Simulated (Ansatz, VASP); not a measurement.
**Mg4CdS3 in VASP and in Ansatz**

```
CELL_PARAMETERS angstrom
-3.67013 3.67013 3.67013
3.67013 -3.67013 3.67013
3.67013 3.67013 -3.67013
ATOMIC_POSITIONS crystal
Mg 0.50000 0.50000 0.50000
Mg 0.00000 0.00000 0.50000
Mg 0.00000 0.50000 0.00000
Mg 0.50000 0.00000 0.00000
Cd 0.00000 0.00000 0.00000
S 0.00000 0.50000 0.50000
S 0.50000 0.00000 0.50000
S 0.50000 0.50000 0.00000
```

Alike in both runs: task relaxation of cell and atoms; functional PBE; k mesh 3 × 3 × 3; occupations gaussian, width 0.2 eV; no spin polarisation.

|  | VASP | Ansatz |
| --- | --- | --- |
| version | VASP 6.6.1 | Ansatz 0.2.0 |
| potentials or method | VASP PAW PBE potentials, release 64 (Mg, Cd, S), cutoff 600 eV | scalar-relativistic, plane waves, PAW |
| valence electrons in the cell | 38 | 78 |

```csv
,VASP,Ansatz,Ansatz less VASP
"gap on the k mesh at the Fermi level, each at its own relaxed structure (eV)",none,none,-
relaxed volume (Å³/atom),19.10,19.17,+0.076
relaxed cell length with the largest relative difference (Å),5.833,5.841,+0.0077
```

A gap of «none» marks a metal or a gap that the smearing closes. VASP's potentials hold 38 valence electrons a cell and Ansatz's 78, so a difference there can come from the potentials and not from the codes.

The k mesh is coarse, so the values compare programs but aren't converged. Noted on VASP's run: the volume moved by over 15 % at a fixed basis, so the end points are rough.
